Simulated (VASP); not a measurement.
# SrO (F-43m) in VASP: further runs

The runs below take SrO through vibrations by perturbation theory, with PBE.

Program: VASP 6.6.1. These are calculated values, not measurements. Logs are shortened: lines on timing, memory, paths and dates and some standing lists are left out, and cuts for length are marked.

### 1 The cell of the first run

Symmetry: F-43m, No. 216, cubic system. The conventional cell has a = 5.698 Å, b = 5.698 Å, c = 5.698 Å, α = 90.00°, β = 90.00°, γ = 90.00°. Within 3.3 Å of Sr (site symmetry -43m) lie 4 O at 2.47 Å. Within 3.3 Å of O (site symmetry -43m) lie 4 Sr at 2.47 Å.

### 2 Vibrations by perturbation theory, PBE

INCAR

```
SYSTEM = SrO
PREC = Accurate ; ENCUT = 520
EDIFF = 1E-8 ; ISMEAR = 0
SIGMA = 0.01 ; LREAL = .False.
LASPH = .True. ; NELM = 100
ALGO = Normal ; ISIF = 2
LWAVE = .False. ; LCHARG = .False.
GGA = PE ; NBANDS = 15
IBRION = 8 ; NSW = 1
LEPSILON = .True.
```

KPOINTS

```
regular mesh
0
Gamma
  8 8 8
  0 0 0
```

POSCAR

```
SrO
1.0
    0.0000000000      2.8492000000      2.8492000000
    2.8492000000      0.0000000000      2.8492000000
    2.8492000000      2.8492000000      0.0000000000
Sr O
1 1
Direct
    0.0000000000      0.0000000000      0.0000000000
    0.2500000000      0.2500000000      0.2500000000
```

Potentials or basis: VASP PAW PBE potentials, release 64 (Sr_sv, O).

Command:

```
$ cat potpaw_PBE.64/Sr_sv/POTCAR potpaw_PBE.64/O/POTCAR > POTCAR
$ mpirun -np 1 vasp_std > vasp.out
```

OUTCAR:

```text
SYSTEM = SrO
   PREC = Accurate
   ENCUT = 520
   EDIFF = 1E-8
   ISMEAR = 0
   LREAL = .False.
   LASPH = .True.
   NELM = 100
   ISIF = 2
   GGA = PE
   IBRION = 8
   NSW = 1
   LEPSILON = .True.

 ion  position               nearest neighbor table
   1  0.000  0.000  0.000-   2 2.47   2 2.47   2 2.47   2 2.47
   2  0.250  0.250  0.250-   1 2.47   1 2.47   1 2.47   1 2.47

  LATTYP: Found a face centered cubic cell.
 ALAT       =     5.6984000000

  Lattice vectors:

 A1 = (   0.0000000000,   2.8492000000,   2.8492000000)
 A2 = (   2.8492000000,   0.0000000000,   2.8492000000)
 A3 = (   2.8492000000,   2.8492000000,   0.0000000000)

Analysis of symmetry for initial positions (statically):
=====================================================================
 Subroutine PRICEL returns:
 Original cell was already a primitive cell.

 Routine SETGRP: Setting up the symmetry group for a
 face centered cubic supercell.

 Subroutine GETGRP returns: Found 24 space group operations
 (whereof 24 operations were pure point group operations)
 out of a pool of 48 trial point group operations.

The static configuration has the point symmetry T_d .

Analysis of symmetry for dynamics (positions and initial velocities):
=====================================================================
 Subroutine PRICEL returns:
 Original cell was already a primitive cell.

 Routine SETGRP: Setting up the symmetry group for a
 face centered cubic supercell.

 Subroutine GETGRP returns: Found 24 space group operations
 (whereof 24 operations were pure point group operations)
 out of a pool of 48 trial point group operations.

The dynamic configuration has the point symmetry T_d .

 Subroutine INISYM returns: Found 24 space group operations
 (whereof 24 operations are pure point group operations),
 and found     1 'primitive' translations

[... 665 lines left out ...]
     0.00000 -3.38741 -0.00224

 MACROSCOPIC STATIC DIELECTRIC TENSOR (including local field effects in DFT)
 ------------------------------------------------------
           3.337771     0.000000    -0.000000
           0.000000     3.337771    -0.000000
           0.000000     0.000000     3.337771
 ------------------------------------------------------

 PIEZOELECTRIC TENSOR (including local field effects)  for field in x, y, z        (e  Angst)
          XX          YY          ZZ          XY          YZ          ZX
  --------------------------------------------------------------------------------
  x     0.00000     0.00000     0.00000     0.00000    -1.11846     0.00000
  y     0.00000    -0.00000     0.00000     0.00000     0.00000    -1.11846
  z     0.00000     0.00000     0.00000    -1.11846     0.00000     0.00000

 PIEZOELECTRIC TENSOR (including local field effects)  for field in x, y, z        (C/m^2)
          XX          YY          ZZ          XY          YZ          ZX
  --------------------------------------------------------------------------------
  x     0.00000     0.00000     0.00000     0.00000    -0.38738     0.00000
  y     0.00000    -0.00000     0.00000     0.00000     0.00000    -0.38738
  z     0.00000     0.00000     0.00000    -0.38738     0.00000     0.00000

 BORN EFFECTIVE CHARGES (including local field effects) (in |e|, cummulative output)
 ---------------------------------------------------------------------------------
 ion    1
    1     2.10425     0.00000     0.00000
    2     0.00000     2.10425     0.00000
    3     0.00000     0.00000     2.10425
 ion    2
    1    -2.10425     0.00000     0.00000
    2     0.00000    -2.10425     0.00000
    3     0.00000     0.00000    -2.10425

 INTERNAL STRAIN TENSOR FOR ION    2 for displacements in x,y,z  (eV/Angst):
          X           Y           Z          XY          YZ          ZX
  --------------------------------------------------------------------------------
  x     0.00000     0.00000     0.00000     0.00000    -3.38741     0.00000
  y     0.00000    -0.00000     0.00000     0.00000     0.00000    -3.38741
  z     0.00000     0.00000     0.00000    -3.38741     0.00000     0.00000

 SECOND DERIVATIVES (NOT SYMMETRIZED)
 ------------------------------------
               1X          1Y          1Z          2X          2Y          2Z
  1X    -4.190974    0.000000    0.000000    4.190974    0.000000    0.000000
  1Y     0.000000   -4.190974    0.000000    0.000000    4.190974    0.000000
  1Z     0.000000    0.000000   -4.190974    0.000000    0.000000    4.190974
  2X     4.218342    0.000000    0.000000   -4.218342    0.000000    0.000000
  2Y     0.000000    4.218342    0.000000    0.000000   -4.218342    0.000000
  2Z     0.000000    0.000000    4.218342    0.000000    0.000000   -4.218342

 Eigenvectors and eigenvalues of the dynamical matrix
 ----------------------------------------------------

   1 f  =    8.724980 THz    54.820666 2PiTHz  291.034003 cm-1    36.083601 meV
             X         Y         Z           dx          dy          dz
      0.000000  0.000000  0.000000    -0.391872   -0.000000    0.000000
      1.424600  1.424600  1.424600     0.920020   -0.000000    0.000000
[... 21 lines left out ...]
   6 f/i=    0.010237 THz     0.064322 2PiTHz    0.341475 cm-1     0.042338 meV
             X         Y         Z           dx          dy          dz
      0.000000  0.000000  0.000000    -0.497237   -0.765132    0.117321
      1.424600  1.424600  1.424600    -0.211792   -0.325899    0.049971

--------------------------------------------------------------------------------------------------------

 MACROSCOPIC STATIC DIELECTRIC TENSOR IONIC CONTRIBUTION
 ------------------------------------------------------
           4.119346    -0.000000    -0.000000
          -0.000000     4.119346    -0.000000
          -0.000000    -0.000000     4.119346
 ------------------------------------------------------

 ELASTIC MODULI CONTR FROM IONIC RELAXATION (kBar)
 Direction    XX          YY          ZZ          XY          YZ          ZX
 --------------------------------------------------------------------------------
 XX          -0.0000      0.0000      0.0000     -0.0000      0.0000     -0.0000
 YY           0.0000     -0.0000      0.0000     -0.0000     -0.0000     -0.0000
 ZZ           0.0000      0.0000     -0.0000      0.0000     -0.0000     -0.0000
 XY          -0.0000     -0.0000      0.0000    -93.3966      0.0000      0.0000
 YZ           0.0000     -0.0000     -0.0000      0.0000    -93.3966      0.0000
 ZX          -0.0000     -0.0000     -0.0000      0.0000      0.0000    -93.3966
 --------------------------------------------------------------------------------

 PIEZOELECTRIC TENSOR IONIC CONTR  for field in x, y, z        (C/m^2)
          XX          YY          ZZ          XY          YZ          ZX
  --------------------------------------------------------------------------------
  x    -0.00000     0.00000     0.00000    -0.00000     0.58365    -0.00000
  y     0.00000     0.00000     0.00000    -0.00000    -0.00000     0.58365
  z     0.00000     0.00000    -0.00000     0.58365    -0.00000    -0.00000
```

stdout:

```text
POSCAR found type information on POSCAR SrO
 POSCAR found :  2 types and       2 ions
 scaLAPACK will be used
 LDA part: xc-table for (Slater+PW92), standard interpolation
 POSCAR, INCAR and KPOINTS ok, starting setup
 FFT: planning ... GRIDC
 FFT: planning ... GRID_SOFT
 FFT: planning ... GRID
 WAVECAR not read
 entering main loop
[... 23 lines left out ...]
  Direction:   3
 dielectric tensor                  component  3 :     0.025     0.021     3.338
 Linear response DOF=           2
 Linear response progress:
 first order change of Fermi-energy  -0.58991E+00
 force on displaced ion       1 direction 1 :  -4.191  -0.000  -0.000
 Born effective charge ion    1 direction 1 :   2.104   0.000   0.000
 Linear response progress:
 first order change of Fermi-energy   0.59011E+00
 force on displaced ion       2 direction 1 :  -4.218   0.000   0.000
 Born effective charge ion    2 direction 1 :  -2.105   0.000   0.000
 Born effective charges drift removed
 Linear response finished
```

Run time: 14 min. Hardware: 1 thread of Intel Xeon Platinum 8259CL at 2.50GHz (Skylake/Cascade Lake), shared host; peak memory 0.31 GiB.

Results:

```yaml
Electronic_dielectric_tensor_diagonal: 3.34
Born_charges_mean_of_the_diagonal: Sr +2.10; O -2.10 e
Highest_phonon_frequency_at_Γ_LO-TO_splitting_left_out: 291 cm⁻¹
```

Phonon frequencies in cm⁻¹ (negative: imaginary):
| q point | frequencies |
| --- | --- |
| (0.000, 0.000, 0.000) | 0 0 0 291 291 291 |

Electronic dielectric tensor:
```
3.34 0.00 0.00
0.00 3.34 0.00
0.00 0.00 3.34
```

Born effective charge tensors (e):
atom 1, Sr
```
2.10 0.00 0.00
0.00 2.10 0.00
0.00 0.00 2.10
```
atom 2, O
```
-2.10  0.00  0.00
 0.00 -2.10  0.00
 0.00  0.00 -2.10
```

Caveat: the cell stands under pressure or tension, which shifts response properties.

### 3 Vibrations by perturbation theory, PBE

This run uses another cell than the first one, of 19.63 Å³/atom.

INCAR

```
SYSTEM = SrO
ALGO     = Normal         ! electronic algorithm
EDIFF    = 1E-8           ! SCF threshold, eV
ENCUT    = 520            ! plane-wave cutoff, eV
GGA      = PE             ! functional
IBRION   = 8              ! ionic algorithm
ISIF     = 2              ! what is computed and relaxed
ISMEAR   = 0              ! smearing method
LASPH    = .TRUE.         ! aspherical terms in the spheres
LCHARG   = .FALSE.        ! write CHGCAR
LEPSILON = .TRUE.         ! dielectric tensor by DFPT
LREAL    = .FALSE.        ! projectors in reciprocal space
LWAVE    = .FALSE.        ! write WAVECAR
NELM     = 60             ! most SCF steps
NSW      = 1              ! ionic steps
PREC     = Accurate       ! precision mode
SIGMA    = 0.01           ! smearing width, eV
```

KPOINTS

```
k-points
0
G
  10 10 10
  0 0 0
```

POSCAR

```
SrO
1.0
    0.0000000000      2.6978000000      2.6978000000
    2.6978000000      0.0000000000      2.6978000000
    2.6978000000      2.6978000000      0.0000000000
Sr O
1 1
Direct
    0.0000000000      0.0000000000      0.0000000000
    0.2500000000      0.2500000000      0.2500000000
```

Potentials or basis: VASP PAW PBE potentials, release 64 (Sr_sv, O).

Command:

```
$ cat potpaw_PBE.64/Sr_sv/POTCAR potpaw_PBE.64/O/POTCAR > POTCAR
$ mpirun -np 1 vasp_std > vasp.out
```

OUTCAR:

```text
SYSTEM = SrO
   EDIFF = 1E-8
   ENCUT = 520
   GGA = PE
   IBRION = 8
   ISIF = 2
   ISMEAR = 0
   LASPH = .TRUE.
   LEPSILON = .TRUE.
   LREAL = .FALSE.
   NELM = 60
   NSW = 1
   PREC = Accurate

 ion  position               nearest neighbor table
   1  0.000  0.000  0.000-   2 2.34   2 2.34   2 2.34   2 2.34
   2  0.250  0.250  0.250-   1 2.34   1 2.34   1 2.34   1 2.34

  LATTYP: Found a face centered cubic cell.
 ALAT       =     5.3956000000

  Lattice vectors:

 A1 = (   0.0000000000,   2.6978000000,   2.6978000000)
 A2 = (   2.6978000000,   0.0000000000,   2.6978000000)
 A3 = (   2.6978000000,   2.6978000000,   0.0000000000)

Analysis of symmetry for initial positions (statically):
[... 662 lines left out ...]
  z     0.00000     0.00000     0.00000    -9.01219     0.00000     0.00000

 SECOND DERIVATIVES (NOT SYMMETRIZED)
 ------------------------------------
               1X          1Y          1Z          2X          2Y          2Z
  1X    -7.503018    0.000000    0.000000    7.503018    0.000000    0.000000
  1Y     0.000000   -7.503018    0.000000    0.000000    7.503018    0.000000
  1Z     0.000000    0.000000   -7.503018    0.000000    0.000000    7.503018
  2X     7.489562    0.000000    0.000000   -7.489562    0.000000    0.000000
  2Y     0.000000    7.489562    0.000000    0.000000   -7.489562    0.000000
  2Z     0.000000    0.000000    7.489562    0.000000    0.000000   -7.489562

 Eigenvectors and eigenvalues of the dynamical matrix
 ----------------------------------------------------

   1 f  =   11.633205 THz    73.093581 2PiTHz  388.041943 cm-1    48.111048 meV
             X         Y         Z           dx          dy          dz
      0.000000  0.000000  0.000000    -0.000000   -0.393249   -0.000000
      1.348900  1.348900  1.348900     0.000000    0.919432    0.000000
[... 21 lines left out ...]
   6 f/i=    0.003775 THz     0.023719 2PiTHz    0.125920 cm-1     0.015612 meV
             X         Y         Z           dx          dy          dz
      0.000000  0.000000  0.000000    -0.004221   -0.138107   -0.908990
      1.348900  1.348900  1.348900    -0.001805   -0.059070   -0.388783

--------------------------------------------------------------------------------------------------------

 MACROSCOPIC STATIC DIELECTRIC TENSOR IONIC CONTRIBUTION
 ------------------------------------------------------
           2.889480    -0.000000     0.000000
          -0.000000     2.889480    -0.000000
           0.000000    -0.000000     2.889480
 ------------------------------------------------------

 ELASTIC MODULI CONTR FROM IONIC RELAXATION (kBar)
 Direction    XX          YY          ZZ          XY          YZ          ZX
 --------------------------------------------------------------------------------
 XX          -0.0000      0.0000      0.0000      0.0000      0.0000      0.0000
 YY           0.0000     -0.0000      0.0000      0.0000      0.0000     -0.0000
 ZZ           0.0000      0.0000     -0.0000      0.0000      0.0000      0.0000
 XY           0.0000      0.0000      0.0000   -438.7266      0.0000      0.0000
 YZ           0.0000      0.0000      0.0000      0.0000   -438.7266      0.0000
 ZX           0.0000     -0.0000      0.0000      0.0000      0.0000   -438.7266
 --------------------------------------------------------------------------------

 PIEZOELECTRIC TENSOR IONIC CONTR  for field in x, y, z        (C/m^2)
          XX          YY          ZZ          XY          YZ          ZX
  --------------------------------------------------------------------------------
  x    -0.00000    -0.00000    -0.00000     0.00000     1.05945    -0.00000
  y     0.00000     0.00000     0.00000     0.00000    -0.00000     1.05945
  z     0.00000    -0.00000    -0.00000     1.05945    -0.00000    -0.00000
```

stdout:

```text
POSCAR found type information on POSCAR SrO
 POSCAR found :  2 types and       2 ions
 scaLAPACK will be used
 LDA part: xc-table for (Slater+PW92), standard interpolation
 POSCAR, INCAR and KPOINTS ok, starting setup
 FFT: planning ... GRIDC
 FFT: planning ... GRID_SOFT
 FFT: planning ... GRID
 WAVECAR not read
 entering main loop
[... 23 lines left out ...]
  Direction:   3
 dielectric tensor                  component  3 :     0.013     0.008     3.445
 Linear response DOF=           2
 Linear response progress:
 first order change of Fermi-energy   0.61076E-04
 force on displaced ion       1 direction 1 :  -7.503   0.000   0.000
 Born effective charge ion    1 direction 1 :   2.168   0.000   0.000
 Linear response progress:
 first order change of Fermi-energy   0.53977E-04
 force on displaced ion       2 direction 1 :  -7.490  -0.000  -0.000
 Born effective charge ion    2 direction 1 :  -2.169   0.000   0.000
 Born effective charges drift removed
 Linear response finished
```

Run time: 11 min. Hardware: 1 thread of Intel Xeon Platinum 8259CL at 2.50GHz (Skylake/Cascade Lake), shared host; peak memory 0.35 GiB.

What came out:

- Electronic dielectric tensor (diagonal): 3.45
- Born charges (mean of the diagonal): Sr +2.17; O -2.17 e
- Highest phonon frequency at Γ, LO-TO splitting left out: 388 cm⁻¹

Phonon frequencies in cm⁻¹ (negative: imaginary):
| q point | frequencies |
| --- | --- |
| (0.000, 0.000, 0.000) | 0 0 0 388 388 388 |

Electronic dielectric tensor:
```
3.45 0.00 0.00
0.00 3.45 0.00
0.00 0.00 3.45
```

Born effective charge tensors (e):
atom 1, Sr
```
2.17 0.00 0.00
0.00 2.17 0.00
0.00 0.00 2.17
```
atom 2, O
```
-2.17  0.00  0.00
 0.00 -2.17  0.00
 0.00  0.00 -2.17
```

Caveat: the cell stands under pressure or tension, which shifts response properties.
